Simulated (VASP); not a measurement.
Input of a VASP 6.6.1 run:

The input INCAR:

```
ALGO = Normal
EDIFF = 1E-6
ENCUT = 520
GGA = PE
ISIF = 2
ISMEAR = 0
ISPIN = 2
LASPH = T
LCHARG = F
LMAXMIX = 4
LORBIT = 11
LREAL = F
LWAVE = F
MAGMOM = 1 1 0
NBANDS = 24
NELM = 150
PREC = Accurate
SIGMA = 0.1
```

File KPOINTS:

```
k-points
0
Gamma
  6 6 4
```

POSCAR

```
Ta2N
1.0
    3.1128614800      0.0000000000      0.0000000000
   -1.5564307400      2.6958171200      0.0000000000
    0.0000000000      0.0000000000      4.8698411000
Ta N
2 1
Direct
    0.6666666700      0.3333333300      0.7452890300
    0.3333333300      0.6666666700      0.2547109700
    0.0000000000      0.0000000000      0.0000000000
```

Potentials or basis: VASP PAW PBE potentials, release 64 (Ta_pv, N).

Launch:

```bash
$ cat potpaw_PBE.64/Ta_pv/POTCAR potpaw_PBE.64/N/POTCAR > POTCAR
$ mpirun -np 1 vasp_std > vasp.out
```

Question: Estimate the pressure.

Answer: -0.8 GPa.

Question: What does it give for the largest force?

Answer: 0.236 eV/Å.

Question: What does it give for the net moment?

Answer: 0.00 μB per cell.

Stress tensor (GPa, compression positive):
```
-0.93  0.00  0.00
 0.00 -0.93  0.00
 0.00  0.00 -0.44
```

Caveat: the k points lie up to 0.39 Å⁻¹ apart.
